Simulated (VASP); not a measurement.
SnO, 4 atoms in the cell. The typed cell holds 4 atoms: a = 3.780 Å, b = 3.849 Å, c = 4.831 Å, α = 89.78°, β = 89.58°, γ = 89.23°.  This cell differs from its parent crystal: atoms moved at random and the cell strained at random.

| Quantity | Value |
| --- | --- |
| Program | VASP 6.6.1 |
| Task | single point |
| Functional | PBEsol |
| Potentials or basis | VASP PAW PBE potentials, release 64 (Sn_d, O) |
| Cutoff | 520 eV |
| k mesh | 12 × 12 × 10 |
| Occupations | gaussian, width 0.15 eV |
| Spin | no spin polarisation |
| Dipole correction | no |
| Further INCAR settings | ALGO = Fast; EDIFF = 1e-06; NBANDS = 28 |

Potentials or basis: VASP PAW PBE potentials, release 64 (Sn_d, O).

Run with:

```console
$ cat potpaw_PBE.64/Sn_d/POTCAR potpaw_PBE.64/O/POTCAR > POTCAR
$ mpirun -np 1 vasp_std > vasp.out
```

Hardware: 1 thread of Oxide Virtual Turin-like Processor, on a shared host.

Problem. How long does it take, and how much memory?

Solution. Wall time 18 min on 1 thread of Oxide Virtual Turin-like Processor, on a shared host, peak memory 1 GiB. Counts: scf iterations 16, k points 724.
